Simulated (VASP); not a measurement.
Here is a VASP 6.6.1 calculation.

File INCAR:

```
SYSTEM = Ti3AlN4
  ALGO = Normal
  EDIFF = 1E-6
  ENCUT = 520
  GGA = PE
  ISIF = 2
  ISMEAR = 0
  LASPH = .True.
  LCHARG = .False.
  LREAL = .False.
  LWAVE = .False.
  NBANDS = 40
  NELM = 60
  PREC = Accurate
  SIGMA = 0.1
```

Contents of KPOINTS:

```
k-points
0
Gamma
  12 12 6
  0 0 0
```

File POSCAR:

```
Ti3AlN4
1.0
    2.9736551836      0.0000000000      0.0000000000
    0.0000000000      2.9736551836      0.0000000000
    0.0000000000      0.0000000000      8.4631220774
Ti Al N
3 1 4
Direct
    0.0000000000      0.0000000000      0.0000000000
    0.5000000000      0.5000000000      0.2427077166
    0.5000000000      0.5000000000      0.7572922834
    0.0000000000      0.0000000000      0.5000000000
    0.0000000000      0.0000000000      0.2596181070
    0.5000000000      0.5000000000      0.5000000000
    0.0000000000      0.0000000000      0.7403818930
    0.5000000000      0.5000000000      0.0000000000
```

Potentials or basis: VASP PAW PBE potentials, release 64 (Ti_sv, Al, N).

Run with:

```bash
$ cat potpaw_PBE.64/Ti_sv/POTCAR potpaw_PBE.64/Al/POTCAR potpaw_PBE.64/N/POTCAR > POTCAR
$ mpirun -np 1 vasp_std > vasp.out
```

**Question.** Estimate the largest force.

**Answer.** 0.016 eV/Å.

**Question.** Estimate the band gap on the k mesh.

**Answer.** Zero (an odd number of electrons rules out a gap without spin polarisation).

Forces on the atoms (eV/Å):
```
Ti   0.000  0.000  0.000
Ti   0.000  0.000  0.008
Ti   0.000  0.000 -0.008
Al   0.000  0.000  0.000
N    0.000  0.000  0.016
N    0.000  0.000  0.000
N    0.000  0.000 -0.016
N    0.000  0.000  0.000
```
